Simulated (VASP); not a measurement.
# SbS3 (Pm-3m) in VASP: a series of runs, part 2 of 2

VASP 6.6.1. Earlier steps stand in the parts before.

### 5 Single point, PBE

This run uses another cell than the first one, of 32.39 Å³/atom, 1.065 times its volume.

INCAR reads:

```
SYSTEM = SbS3
ALGO = Normal ; EDIFF = 1E-6
ENCUT = 520 ; GGA = PE
ISIF = 2 ; ISMEAR = 0
LASPH = .True. ; LCHARG = .False.
LREAL = .False. ; LWAVE = .False.
NBANDS = 20 ; NELM = 80
PREC = Accurate ; SIGMA = 0.1
```

KPOINTS reads:

```
k-points
0
Gamma
  10 10 10
  0 0 0
```

POSCAR reads:

```
SbS3
1.0
    5.0601469276      0.0000000000      0.0000000000
    0.0000000000      5.0601469276      0.0000000000
    0.0000000000      0.0000000000      5.0601469276
Sb S
1 3
Direct
    0.0000000000      0.0000000000      0.0000000000
    0.5000000000      0.0000000000      0.0000000000
    0.0000000000      0.5000000000      0.0000000000
    0.0000000000      0.0000000000      0.5000000000
```

Potentials or basis: VASP PAW PBE potentials, release 64 (Sb, S).

The run is started by

```console
cat potpaw_PBE.64/Sb/POTCAR potpaw_PBE.64/S/POTCAR > POTCAR
mpirun -np 1 vasp_std > vasp.out
```

OUTCAR:

```text
SYSTEM = SbS3
   EDIFF = 1E-6
   ENCUT = 520
   GGA = PE
   ISIF = 2
   ISMEAR = 0
   LASPH = .True.
   LREAL = .False.
   NELM = 80
   PREC = Accurate

 ion  position               nearest neighbor table
   1  0.000  0.000  0.000-   2 2.53   3 2.53   4 2.53   4 2.53   3 2.53   2 2.53
   2  0.500  0.000  0.000-   1 2.53   1 2.53
   3  0.000  0.500  0.000-   1 2.53   1 2.53
   4  0.000  0.000  0.500-   1 2.53   1 2.53

  LATTYP: Found a simple cubic cell.
 ALAT       =     5.0601469276

  Lattice vectors:

 A1 = (   5.0601469276,   0.0000000000,   0.0000000000)
 A2 = (   0.0000000000,   5.0601469276,   0.0000000000)
 A3 = (   0.0000000000,   0.0000000000,   5.0601469276)

Analysis of symmetry for initial positions (statically):
=====================================================================
 Subroutine PRICEL returns:
 Original cell was already a primitive cell.

 Routine SETGRP: Setting up the symmetry group for a
 simple cubic supercell.

 Subroutine GETGRP returns: Found 48 space group operations
[... 9 lines left out ...]

 Routine SETGRP: Setting up the symmetry group for a
 simple cubic supercell.

 Subroutine GETGRP returns: Found 48 space group operations
[... 11 lines left out ...]
                                     Primitive cell

  volume of cell :     129.5655

  direct lattice vectors                    reciprocal lattice vectors
     5.060146928  0.000000000  0.000000000     0.197622720  0.000000000  0.000000000
     0.000000000  5.060146928  0.000000000     0.000000000  0.197622720  0.000000000
     0.000000000  0.000000000  5.060146928     0.000000000  0.000000000  0.197622720

  length of vectors
     5.060146928  5.060146928  5.060146928     0.197622720  0.197622720  0.197622720

  position of ions in fractional coordinates (direct lattice)
     0.000000000  0.000000000  0.000000000
     0.500000000  0.000000000  0.000000000
     0.000000000  0.500000000  0.000000000
[... 90 lines left out ...]
   PSTRESS=    0.0 pullay stress
   NELECT =      23.0000    total number of electrons
   NUPDOWN=      -1.0000    fix difference up-down
   EMIN   =  10.00;   EMAX   =-10.00  energy-range for DOS
   EFERMI =   0.00;   METHOD = LEGACY
   ISMEAR =     0;   SIGMA  =   0.10  broadening in eV -4-tet -1-fermi 0-gaus
   EFERMI_NEDOS =   21; number of points for ismear=-14 and -15
   IALGO  =     38    algorithm
   IMIX   =      4    mixing-type and parameters
     AMIX     =   0.40;   BMIX     =  1.00
     AMIX_MAG =   1.60;   BMIX_MAG =  1.00
  volume/ion in A,a.u.               =      32.39       218.59
  Fermi-wavevector in a.u.,A,eV,Ry     =   0.920070  1.738681 11.517730  0.846529
  Thomas-Fermi vector in A             =   2.045335
   LORBIT       =      0    0 simple, 1 ext, 2 COOP (PROOUT), +10 PAW based schemes
   GGA     = PE    functional components
   LHFCALC =     F    Hartree Fock is set to
   AEXX    =    0.0000 exact exchange contribution
   IVDW    =     0    specifies the selected vdW correction
   LEPSILON=     F    determine dielectric tensor
   LRPA    =     F    only Hartree local field effects (RPA)
 non-spin polarized calculation
 Gauss-broadening in eV      SIGMA  =   0.10
  energy-cutoff  :      520.00
  volume of cell :      129.57
 maximum number of plane-waves:      3532
 NGX is ok and might be reduce to    40
   NGX = 19   NGY = 19   NGZ = 19

 number of electron      22.9999996 magnetization

 Free energy of the ion-electron system (eV)
  ---------------------------------------------------
  ext. energy  EPLUGINS =         0.00000000
  ---------------------------------------------------
  free energy    TOTEN  =       -13.71078957 eV

  energy without entropy =      -13.68722056  energy(sigma->0) =      -13.69900507

 E-fermi :   0.9441     XC(G=0):  -7.5841

 val. band max:        0.9415156355   @ k =   0.3000   0.2000   0.2000
 cond. band min:       0.9893887992   @ k =   0.3000   0.3000   0.2000
 fundamental gap:      0.0478731637
 Fermi energy:         0.9441052491

 k-point     1 :       0.0000    0.0000    0.0000
  band No.  band energies     occupation
      1     -12.8388      2.00000
      2     -10.0375      2.00000
      3     -10.0375      2.00000
      4      -4.3682      2.00000
      5      -4.3672      2.00000
      6      -4.3672      2.00000
[... 541 lines left out ...]
     19       9.2711      0.00000
     20       9.3562      0.00000

 [... further k-points ...]
[... 5 lines left out ...]
  --------------------------------------------------------------------------------------
  -------------------------------------------------------------------------------------
  Total       -0.0500784     -0.0500784     -0.0500784     -0.0000000     -0.0000000      0.0000000
  in kB       -0.6192576     -0.6192576     -0.6192576     -0.0000000     -0.0000000      0.0000000
  external PRESSURE =      -0.6192576 kB  Pullay stress =       0.0000000 kB

 VOLUME and BASIS-vectors are now :
 -----------------------------------------------------------------------------
  energy-cutoff  :      520.00
  volume of cell :      129.57
      direct lattice vectors                 reciprocal lattice vectors
     5.060146928  0.000000000  0.000000000     0.197622720  0.000000000  0.000000000
     0.000000000  5.060146928  0.000000000     0.000000000  0.197622720  0.000000000
     0.000000000  0.000000000  5.060146928     0.000000000  0.000000000  0.197622720

 POSITION                                       TOTAL-FORCE (eV/Angst)
 -----------------------------------------------------------------------------------
      0.00000      0.00000      0.00000         0.000000      0.000000      0.000000
      2.53007      0.00000      0.00000         0.000000      0.000000      0.000000
      0.00000      2.53007      0.00000         0.000000      0.000000      0.000000
      0.00000      0.00000      2.53007         0.000000      0.000000      0.000000
 -----------------------------------------------------------------------------------
    total drift:                                0.000000      0.000000     -0.000000

  FREE ENERGIE OF THE ION-ELECTRON SYSTEM (eV)
  ---------------------------------------------------
  free  energy   TOTEN  =       -13.7107895722 eV

  energy  without entropy=      -13.6872205625  energy(sigma->0) =      -13.69900507
```

stdout:

```text
POSCAR found type information on POSCAR SbS
 POSCAR found :  2 types and       4 ions
 scaLAPACK will be used
 LDA part: xc-table for (Slater+PW92), standard interpolation
 POSCAR, INCAR and KPOINTS ok, starting setup
 FFT: planning ... GRIDC
 FFT: planning ... GRID_SOFT
 FFT: planning ... GRID
 WAVECAR not read
 entering main loop
```

Run time: 2.2 min. Hardware: 1 thread of Intel Xeon 6975P-C, shared host; peak memory 0.31 GiB.

Results:

```yaml
Free_energy: -13.7108 eV
Pressure: -0.1 GPa
```

Levels at points of the mesh, in eV from the Fermi level:
| k point | band 7 | band 8 | band 9 | band 10 | band 11 | band 12 | band 13 | band 14 | band 15 | band 16 |
| --- | --- | --- | --- | --- | --- | --- | --- | --- | --- | --- |
| (0.00, 0.00, 0.00) | -5.31 | -0.40 | -0.40 | -0.40 | -0.37 | -0.37 | -0.37 | 5.67 | 6.29 | 6.29 |
| (0.50, 0.00, 0.00) | -1.71 | -0.96 | -0.96 | -0.63 | -0.37 | -0.37 | 0.54 | 2.94 | 6.53 | 7.40 |
| (0.50, 0.50, 0.00) | -1.35 | -1.24 | -1.24 | -0.92 | -0.92 | 0.59 | 2.13 | 2.40 | 2.40 | 6.87 |
| (0.50, 0.50, 0.50) | -2.20 | -1.34 | -1.34 | 0.60 | 0.60 | 0.60 | 1.59 | 1.59 | 1.59 | 3.84 |

Caveat: spin-orbit coupling is left out, which moves the levels of the heavy elements.

### 6 Relaxation of cell and atoms, PBE

This run uses another cell than the first one, of 32.76 Å³/atom, 1.077 times its volume.

INCAR reads:

```
SYSTEM = SbS3
ALGO = Normal
EDIFF = 1E-6
EDIFFG = -0.01
ENCUT = 600
GGA = PE
IBRION = 2
ISIF = 3
ISMEAR = 0
LASPH = .True.
LCHARG = .False.
LREAL = .False.
LWAVE = .False.
NELM = 60
NSW = 100
PREC = Accurate
SIGMA = 0.1
```

KPOINTS is that of step 5.

POSCAR reads:

```
SbS3
1.0
    5.0795247379      0.0000000000      0.0000000000
    0.0000000000      5.0795247379      0.0000000000
    0.0000000000      0.0000000000      5.0795247379
Sb S
1 3
Direct
    0.0000000000      0.0000000000      0.0000000000
    0.5000000000      0.0000000000      0.0000000000
    0.0000000000      0.5000000000      0.0000000000
    0.0000000000      0.0000000000      0.5000000000
```

Potentials or basis: VASP PAW PBE potentials, release 64 (Sb, S).

The run is started by

```console
cat potpaw_PBE.64/Sb/POTCAR potpaw_PBE.64/S/POTCAR > POTCAR
mpirun -np 1 vasp_std > vasp.out
```

It took 3.8 min on 1 thread of Intel Xeon 6975P-C, shared host; peak memory 0.35 GiB.

Results (log left out):

```
Free energy                            : -13.7112 eV
Relaxed volume                         : 32.36 Å³/atom
Relaxed cell                           : a = 5.058 Å, b = 5.058 Å, c = 5.058 Å, α = 90.00°, β = 90.00°, γ = 90.00°
Space group after relaxing (to 0.05 Å) : Pm-3m (No. 221)
Energy gained by relaxing              : 0.6 meV/atom
Ionic steps                            : 3
Pressure after relaxing                : 0.0 GPa
```

The path:
```tsv
step	energy change (eV)	largest force (eV/Å)	pressure (GPa)	volume (Å³)
1	0.0000	0.0000	-0.49	131.06
2	-0.0025	0.0000	0.08	129.17
3	-0.0025	0.0000	0.00	129.43
```

Final structure:
```
CELL_PARAMETERS angstrom
5.05834 0.00000 0.00000
0.00000 5.05834 0.00000
0.00000 0.00000 5.05834
ATOMIC_POSITIONS crystal
Sb 0.00000 0.00000 0.00000
S 0.50000 0.00000 0.00000
S 0.00000 0.50000 0.00000
S 0.00000 0.00000 0.50000
```

Levels at points of the mesh, in eV from the Fermi level:
```csv
k point,band 9,band 10,band 11,band 12,band 13,band 14
"(0.00, 0.00, 0.00)",-0.40,-0.40,-0.37,-0.37,-0.37,5.67
"(0.50, 0.00, 0.00)",-0.96,-0.63,-0.37,-0.37,0.54,2.95
"(0.50, 0.50, 0.00)",-1.25,-0.92,-0.92,0.59,2.14,2.40
"(0.50, 0.50, 0.50)",-1.34,0.60,0.60,0.60,1.59,1.59
```

Caveat: spin-orbit coupling is left out, which moves the levels of the heavy elements.

### 7 Overview

| task | cell | k mesh | cutoff (eV) | gap on the mesh (eV) | pressure (GPa) | relaxed volume (Å³/atom) |
| --- | --- | --- | --- | --- | --- | --- |
| single point | a = 4.955 Å, 4 atoms | 4 × 4 × 4 | 520 | none | 3.4 | - |
| single point | a = 5.080 Å, 4 atoms | 4 × 4 × 4 | 520 | none | -0.3 | - |
| relaxation of cell and atoms | relaxed from a = 4.955 Å, 4 atoms | 4 × 4 × 4 | 600 | none | 0.0 | 32.52 |
| single point | a = 5.060 Å, 4 atoms | 10 × 10 × 10 | 520 | none | -0.1 | - |
| relaxation of cell and atoms | relaxed from a = 5.080 Å, 4 atoms | 10 × 10 × 10 | 600 | none | 0.0 | 32.36 |

Alike in all rows: level PBE; potentials or basis VASP PAW PBE potentials, release 64 (Sb, S); no spin polarisation; smearing gaussian 0.1 eV.

Caveats: spin-orbit coupling is left out, which moves the levels of the heavy elements.

Total energies depend on the potentials used, so only differences within one code and one set of settings carry meaning.
